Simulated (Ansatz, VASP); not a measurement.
**Two plane-wave programs on MgO**

```
Mg O
1.0
     0.00000    2.11600    2.11600
     2.11600    0.00000    2.11600
     2.11600    2.11600    0.00000
Mg O
1 1
Direct
  0.00000 0.00000 0.00000
  0.50000 0.50000 0.50000
```

Alike in both runs: task single point; functional PBE; k mesh 9 × 9 × 9; no spin polarisation.

```csv
,VASP,Ansatz
version,VASP 6.6.1,Ansatz 0.2.0
potentials or method,"VASP PAW PBE potentials, release 64 (Mg, O), cutoff 600 eV","PAW, plane waves, scalar-relativistic"
occupations,"gaussian, width 0.01 eV",fixed
valence electrons in the cell,8,16
```

```csv
,VASP,Ansatz,Ansatz less VASP
pressure (GPa),1.4,2.4,+0.98
```

VASP's potentials hold 8 valence electrons a cell and Ansatz's 16, so a difference there can come from the potentials and not from the codes.
